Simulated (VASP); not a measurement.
Write the native input for VASP 6.6.1 that does the following.

| Quantity | Value |
| --- | --- |
| Task | single point |
| Functional | PBE |
| Potentials or basis | VASP PAW PBE potentials, release 64 (F) |
| Cutoff | 520 eV |
| k mesh | 25 × 25 × 25 |
| Occupations | fermi-dirac, width 0.0612256 eV |
| Spin | no spin polarisation |
| Dipole correction | no |
| Further INCAR settings | ALGO = Normal; EDIFF = 1e-06; NBANDS = 10 |

The structure of F lies in POSCAR:

```
F
1.0
    2.2200514557      0.0000000000      0.0000000000
    0.0000000000      2.2200514557      0.0000000000
    0.0000000000      0.0000000000      2.2200514557
F
1
Direct
    0.0000000000      0.0000000000      0.0000000000
```

The input as run:

INCAR

```
SYSTEM = F
  ALGO = Normal
  EDIFF = 1E-6
  ENCUT = 520
  GGA = PE
  ISIF = 2
  ISMEAR = -1
  LASPH = .True.
  LCHARG = .False.
  LREAL = .False.
  LWAVE = .False.
  NBANDS = 10
  NELM = 60
  PREC = Accurate
  SIGMA = 0.06122561905347299
```

KPOINTS

```
k-points
0
Gamma
  25 25 25
  0 0 0
```

Potentials or basis: VASP PAW PBE potentials, release 64 (F).

Run with:

```sh
$ cat potpaw_PBE.64/F/POTCAR > POTCAR
$ mpirun -np 1 vasp_std > vasp.out
```

Results of the run:

```yaml
Pressure: -2.8 GPa
Band_gap_on_the_k_mesh: zero (an odd number of electrons rules out a gap without spin polarisation)
```

Caveat: an odd number of electrons without spin polarisation forces a metal; a magnetic or distorted state may lie lower.

Run time: 13 s on 1 thread of Intel(R) Xeon(R) 6975P-C (Granite Rapids), on a shared host, peak memory 0.14 GiB.
